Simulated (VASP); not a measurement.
# Cu (Cmcm) in VASP: further runs

Cu is run at these levels: PBEsol; tasks: single point.

Everything below comes from runs of VASP 6.6.1. Logs are shortened: lines on timing, memory, paths and dates and some standing lists are left out, and cuts for length are marked.

### Step 1. The cell of the first run

Symmetry: Cmcm, No. 63, orthorhombic system. The conventional cell has a = 2.332 Å, b = 4.366 Å, c = 4.117 Å, α = 90.00°, β = 90.00°, γ = 90.00°. Within 3.1 Å of Cu (site symmetry m2m) lie 12 Cu at 2.33 to 2.52 Å.

### Step 2. Single point, PBEsol (strain -0.0750 x Voigt [1, 0, 0, 0, 0, 0])

The input, INCAR:

```
PREC = Accurate
ENCUT = 520
EDIFF = 1E-6
ISMEAR = 0
SIGMA = 0.15
LREAL = False
LASPH = True
NELM = 60
ALGO = Fast
ISIF = 2
LWAVE = False
LCHARG = False
GGA = PS
NBANDS = 18
```

The input, KPOINTS:

```
regular mesh
0
Gamma
  30 30 14
```

The input, POSCAR:

```
Cu
1.0
    2.3315466984      0.0000000000      0.0000000000
   -1.1657733492      2.1828958605      0.0000000000
    0.0000000000      0.0000000000      4.1165232668
Cu
2
Direct
    0.3333333333      0.6666666667      0.2500000000
    0.6666666667      0.3333333333      0.7500000000
```

Potentials or basis: VASP PAW PBE potentials, release 64 (Cu).

Launch:

```sh
cat potpaw_PBE.64/Cu/POTCAR > POTCAR
mpirun -np 1 vasp_std > vasp.out
```

OUTCAR:

```text
PREC = Accurate
   ENCUT = 520
   EDIFF = 1E-6
   ISMEAR = 0
   LREAL = False
   LASPH = True
   NELM = 60
   ISIF = 2
   GGA = PS

 ion  position               nearest neighbor table
   1  0.333  0.667  0.250-   2 2.47   2 2.47   2 2.47   2 2.47   2 2.52   2 2.52
   2  0.667  0.333  0.750-   1 2.47   1 2.47   1 2.47   1 2.47   1 2.52   1 2.52

  LATTYP: Found a base centered orthorhombic cell.
 ALAT       =     2.3315466984
 B/A-ratio  =     1.8724873596
 C/A-ratio  =     1.7655761601

  Lattice vectors:

 A1 = (   1.1657733492,  -2.1828958605,   0.0000000000)
 A2 = (   1.1657733492,   2.1828958605,   0.0000000000)
 A3 = (   0.0000000000,   0.0000000000,   4.1165232668)

Analysis of symmetry for initial positions (statically):
=====================================================================
 Subroutine PRICEL returns:
 Original cell was already a primitive cell.

 Routine SETGRP: Setting up the symmetry group for a
 base centered orthorhombic supercell.

 Subroutine GETGRP returns: Found  8 space group operations
 (whereof  4 operations were pure point group operations)
 out of a pool of  8 trial point group operations.

The static configuration has the point symmetry C_2h.
 The point group associated with its full space group is D_2h.

Analysis of symmetry for dynamics (positions and initial velocities):
=====================================================================
 Subroutine PRICEL returns:
 Original cell was already a primitive cell.

 Routine SETGRP: Setting up the symmetry group for a
 base centered orthorhombic supercell.

 Subroutine GETGRP returns: Found  8 space group operations
 (whereof  4 operations were pure point group operations)
 out of a pool of  8 trial point group operations.

The dynamic configuration has the point symmetry C_2h.
 The point group associated with its full space group is D_2h.

 Subroutine INISYM returns: Found  8 space group operations
 (whereof  4 operations are pure point group operations),
 and found     1 'primitive' translations

----------------------------------------------------------------------------------------

                                     Primitive cell

  volume of cell :      20.9511

  direct lattice vectors                    reciprocal lattice vectors
     2.331546698  0.000000000  0.000000000     0.428899837  0.229053529  0.000000000
    -1.165773349  2.182895860  0.000000000     0.000000000  0.458107058  0.000000000
     0.000000000  0.000000000  4.116523267     0.000000000  0.000000000  0.242923442

  length of vectors
     2.331546698  2.474684190  4.116523267     0.486231004  0.458107058  0.242923442

  position of ions in fractional coordinates (direct lattice)
     0.333333333  0.666666667  0.250000000
     0.666666667  0.333333333  0.750000000

  ion indices of the primitive-cell ions
   primitive index   ion index
                 1           1
                 2           2

----------------------------------------------------------------------------------------

 KPOINTS: regular mesh

Automatic generation of k-mesh.
 Grid dimensions read from file:
 generate k-points for:   30   30   14

 Generating k-lattice:

  Cartesian coordinates                     Fractional coordinates (reciprocal lattice)
     0.014296661  0.007635118  0.000000000     0.033333333  0.000000000  0.000000000
     0.000000000  0.015270235  0.000000000     0.000000000  0.033333333  0.000000000
     0.000000000  0.000000000  0.017351674     0.000000000  0.000000000  0.071428571

  Length of vectors
     0.016207700  0.015270235  0.017351674

  Shift w.r.t. Gamma in fractional coordinates (k-lattice)
     0.000000000  0.000000000  0.000000000

 Subroutine IBZKPT returns following result:
 ===========================================

 Found   1928 irreducible k-points:

 Following reciprocal coordinates:
            Coordinates               Weight
  0.000000  0.000000  0.000000      1.000000
  0.033333 -0.000000  0.000000      4.000000
  0.066667 -0.000000  0.000000      4.000000
  0.100000 -0.000000  0.000000      4.000000
  0.133333 -0.000000  0.000000      4.000000
  0.166667 -0.000000  0.000000      4.000000
[... 16 lines left out ...]
  0.200000  0.033333  0.000000      4.000000
  0.233333  0.033333  0.000000      4.000000
 [... further k-points ...]
   k-points           NKPTS =   1928   k-points in BZ     NKDIM =   1928   number of bands    NBANDS=     18
   number of dos      NEDOS =    301   number of ions     NIONS =      2
   total plane-waves  NPLWV =  10368
   dimension x,y,z NGX =    18 NGY =   18 NGZ =   32
   dimension x,y,z NGXF=    36 NGYF=   36 NGZF=   64
   ions per type =               2
   NGX,Y,Z   is equivalent  to a cutoff of  12.83, 12.09, 12.92 a.u.
   NGXF,Y,Z  is equivalent  to a cutoff of  25.67, 24.18, 25.85 a.u.
 SYSTEM =  unknown system
   PREC   = accura    normal or accurate (medium, high low for compatibility)
   ISTART =      0    job   : 0-new  1-cont  2-samecut
   ICHARG =      2    charge: 1-file 2-atom 10-const
   ISPIN  =      1    spin polarized calculation?
   LNONCOLLINEAR =      F non collinear calculations
   LSORBIT =      F    spin-orbit coupling
   LASPH  =      T    aspherical Exc in radial PAW
   ENCUT  =  520.0 eV  38.22 Ry    6.18 a.u.   4.34  4.60  7.65*2*pi/ulx,y,z
   NELM   =     60;   NELMIN=  2; NELMDL= -5     # of ELM steps
   EDIFF  = 0.1E-05   stopping-criterion for ELM
   LREAL  =      F    real-space projection
   EDIFFG = 0.1E-04   stopping-criterion for IOM
   NSW    =      0    number of steps for IOM
   IBRION =     -1    ionic relax: 0-MD 1-quasi-New 2-CG
   NFREE  =      0    steps in history (QN), initial steepest desc. (CG)
   ISIF   =      2    stress and relaxation
   ISYM   =      2    0-nonsym 1-usesym 2-fastsym
   POTIM  = 0.5000    time-step for ionic-motion
   TEBEG  =    0.0;   TEEND  =   0.0 temperature during run
   PSTRESS=    0.0 pullay stress
   NELECT =      22.0000    total number of electrons
   NUPDOWN=      -1.0000    fix difference up-down
   EMIN   =  10.00;   EMAX   =-10.00  energy-range for DOS
   EFERMI =   0.00;   METHOD = LEGACY
   ISMEAR =     0;   SIGMA  =   0.15  broadening in eV -4-tet -1-fermi 0-gaus
   EFERMI_NEDOS =   21; number of points for ismear=-14 and -15
   IALGO  =     68    algorithm
   IMIX   =      4    mixing-type and parameters
     AMIX     =   0.40;   BMIX     =  1.00
     AMIX_MAG =   1.60;   BMIX_MAG =  1.00
  volume/ion in A,a.u.               =      10.48        70.69
  Fermi-wavevector in a.u.,A,eV,Ry     =   1.663974  3.144455 37.671932  2.768809
  Thomas-Fermi vector in A             =   2.750598
   LORBIT       =      0    0 simple, 1 ext, 2 COOP (PROOUT), +10 PAW based schemes
   GGA     = PS    functional components
   LHFCALC =     F    Hartree Fock is set to
   AEXX    =    0.0000 exact exchange contribution
   IVDW    =     0    specifies the selected vdW correction
   LEPSILON=     F    determine dielectric tensor
   LRPA    =     F    only Hartree local field effects (RPA)
 non-spin polarized calculation
 RMM-DIIS sequential band-by-band and
 Gauss-broadening in eV      SIGMA  =   0.15
  energy-cutoff  :      520.00
  volume of cell :       20.95
 maximum number of plane-waves:       586
 NGX is ok and might be reduce to    18
   NGX =  9   NGY =  9   NGZ = 15

 number of electron      21.9999993 magnetization

 Free energy of the ion-electron system (eV)
  ---------------------------------------------------
  ext. energy  EPLUGINS =         0.00000000
  ---------------------------------------------------
  free energy    TOTEN  =        -8.45859220 eV

  energy without entropy =       -8.45267166  energy(sigma->0) =       -8.45563193

 E-fermi :   8.9891     XC(G=0): -13.6206

 val. band max:        8.9875202320   @ k =  -0.3000   0.1333   0.2857
 cond. band min:       8.9938609257   @ k =   0.5000   0.0333   0.2857
 fundamental gap:      0.0063406937
 Fermi energy:         8.9891070998

 k-point     1 :       0.0000    0.0000    0.0000
  band No.  band energies     occupation
      1      -1.3629      2.00000
      2       3.0594      2.00000
      3       5.2588      2.00000
      4       5.3282      2.00000
      5       5.5554      2.00000
      6       5.9630      2.00000
[... 10 lines left out ...]
     17      33.8238      0.00000
     18      35.0886      0.00000

 k-point     2 :       0.0333   -0.0000    0.0000
  band No.  band energies     occupation
      1      -1.3206      2.00000
      2       3.0875      2.00000
      3       5.2620      2.00000
      4       5.3466      2.00000
      5       5.5643      2.00000
      6       5.9576      2.00000
[... 10 lines left out ...]
     17      33.1202      0.00000
     18      33.9804      0.00000

 k-point     3 :       0.0667   -0.0000    0.0000
  band No.  band energies     occupation
      1      -1.1941      2.00000
      2       3.1702      2.00000
      3       5.2680      2.00000
      4       5.4002      2.00000
      5       5.5895      2.00000
      6       5.9454      2.00000
[... 10 lines left out ...]
     17      33.0677      0.00000
     18      33.8504      0.00000

 k-point     4 :       0.1000   -0.0000    0.0000
  band No.  band energies     occupation
      1      -0.9850      2.00000
      2       3.3021      2.00000
      3       5.2658      2.00000
      4       5.4867      2.00000
      5       5.6252      2.00000
      6       5.8732      2.00000
[... 375 lines left out ...]
      4       5.1156      2.00000
      5       5.5905      2.00000
      6       5.7904      2.00000
[... 10 lines left out ...]
     17      32.2144      0.00000
     18      33.1304      0.00000

 k-point    23 :       0.2000    0.0333    0.0000
  band No.  band energies     occupation
      1       0.3384      2.00000
      2       3.9413      2.00000
      3       4.8696      2.00000
      4       5.0506      2.00000
      5       5.5635      2.00000
      6       5.9341      2.00000
[... 10 lines left out ...]
     17      30.6467      0.00000
     18      32.6940      0.00000

 k-point    24 :       0.2333    0.0333    0.0000
  band No.  band energies     occupation
      1       0.8511      2.00000
      2       4.0638      2.00000
      3       4.6555      2.00000
      4       5.0365      2.00000
      5       5.5418      2.00000
      6       5.8643      2.00000
[... 10 lines left out ...]
     17      29.5662      0.00000
     18      32.2534      0.00000

 [... further k-points ...]

------------------------ aborting loop because EDIFF is reached ----------------------------------------

  FORCE on cell =-STRESS in cart. coord.  units (eV):
  Direction    XX          YY          ZZ          XY          YZ          ZX
  --------------------------------------------------------------------------------------
  -------------------------------------------------------------------------------------
  Total        4.1488334      1.6735212      1.5457595      0.0000000     -0.0000000      0.0000000
  in kB      317.2698994    127.9776371    118.2074323      0.0000000     -0.0000000      0.0000000
  external PRESSURE =     187.8183229 kB  Pullay stress =       0.0000000 kB

 VOLUME and BASIS-vectors are now :
 -----------------------------------------------------------------------------
  energy-cutoff  :      520.00
  volume of cell :       20.95
      direct lattice vectors                 reciprocal lattice vectors
     2.331546698  0.000000000  0.000000000     0.428899837  0.229053529  0.000000000
    -1.165773349  2.182895860  0.000000000     0.000000000  0.458107058  0.000000000
     0.000000000  0.000000000  4.116523267     0.000000000  0.000000000  0.242923442

 POSITION                                       TOTAL-FORCE (eV/Angst)
 -----------------------------------------------------------------------------------
     -0.00000      1.45526      1.02913         0.000000      0.151799      0.000000
      1.16577      0.72763      3.08739        -0.000000     -0.151799     -0.000000
 -----------------------------------------------------------------------------------
    total drift:                                0.000000     -0.000000      0.000000

  FREE ENERGIE OF THE ION-ELECTRON SYSTEM (eV)
  ---------------------------------------------------
  free  energy   TOTEN  =        -8.4585922017 eV

  energy  without entropy=       -8.4526716628  energy(sigma->0) =       -8.45563193
```

Run time: 9.4 min. Hardware: 1 thread of Oxide Virtual Turin-like, shared host; peak memory 0.61 GiB.

What came out:

| Property | Result |
| --- | --- |
| Free energy | -8.4586 eV |
| Pressure | 18.8 GPa |
| Largest force | 0.152 eV/Å |
| Band gap on the k mesh | zero (bands 11 and 12 overlap by 6.54 eV) |

Forces in eV/Å, atoms in the order of the input:
```
Cu   0.000  0.152  0.000
Cu   0.000 -0.152  0.000
```

Caveat: the cell differs from its parent crystal (strain -0.0750 x Voigt [1, 0, 0, 0, 0, 0]); the stress differs along the axes, from 12 to 32 GPa; the PAW data sets were made with another functional, which shifts forces and pressure a little.

### Step 3. Single point, PBEsol (strain +0.0750 x Voigt [1, 0, 0, 0, 0, 0])

The input, INCAR:

```
SYSTEM = Cu
ALGO     = Fast           ! electronic algorithm
EDIFF    = 1E-6           ! SCF threshold, eV
ENCUT    = 520            ! plane-wave cutoff, eV
GGA      = PS             ! functional
ISIF     = 2              ! what is computed and relaxed
ISMEAR   = 0              ! smearing method
LASPH    = .TRUE.         ! aspherical terms in the spheres
LCHARG   = .FALSE.        ! write CHGCAR
LREAL    = .FALSE.        ! projectors in reciprocal space
LWAVE    = .FALSE.        ! write WAVECAR
NBANDS   = 18             ! bands
NELM     = 60             ! most SCF steps
PREC     = Accurate       ! precision mode
SIGMA    = 0.15           ! smearing width, eV
```

The input, KPOINTS:

```
k-points
0
G
  30 30 14
  0 0 0
```

The input, POSCAR:

```
Cu
1.0
    2.7096353522      0.0000000000      0.0000000000
   -1.3548176761      2.1828958605      0.0000000000
    0.0000000000      0.0000000000      4.1165232668
Cu
2
Direct
    0.3333333333      0.6666666667      0.2500000000
    0.6666666667      0.3333333333      0.7500000000
```

Potentials or basis: VASP PAW PBE potentials, release 64 (Cu).

Launch:

```sh
cat potpaw_PBE.64/Cu/POTCAR > POTCAR
mpirun -np 1 vasp_std > vasp.out
```

Wall time 9.7 min (1 thread of Oxide Virtual Turin-like, shared host); peak memory 0.69 GiB.

The run converged. Its results:

- Free energy: -8.5265 eV
- Pressure: -9.2 GPa
- Largest force: 0.122 eV/Å
- Band gap on the k mesh: zero (bands 11 and 12 overlap by 5.53 eV)

Forces on the atoms (eV/Å):
```
Cu   0.000 -0.122  0.000
Cu   0.000  0.122  0.000
```

Stress tensor (GPa, compression positive):
```
-13.61   0.00   0.00
  0.00  -8.32   0.00
  0.00   0.00  -5.72
```

Levels at points of the mesh, in eV from the Fermi level:
```
           k point  band 9  band 10  band 11  band 12  band 13  band 14
(0.00, 0.00, 0.00)   -2.43    -1.70    -1.63    -0.60     4.11    19.53
(0.50, 0.00, 0.00)   -1.57    -1.49    -0.18     1.16     7.49     7.99
(0.00, 0.50, 0.00)   -1.53    -1.47     0.24     1.84     8.37     8.77
(0.00, 0.00, 0.50)   -1.93    -1.93    -1.82    -1.82    13.11    13.11
(0.50, 0.00, 0.50)   -1.59    -1.59     0.29     0.29     4.30     4.30
(0.00, 0.50, 0.50)   -1.52    -1.52     0.92     0.92     5.24     5.24
```

Caveat: the cell differs from its parent crystal (strain +0.0750 x Voigt [1, 0, 0, 0, 0, 0]); the stress differs along the axes, from -14 to -6 GPa; the PAW data sets were made with another functional, which shifts forces and pressure a little.
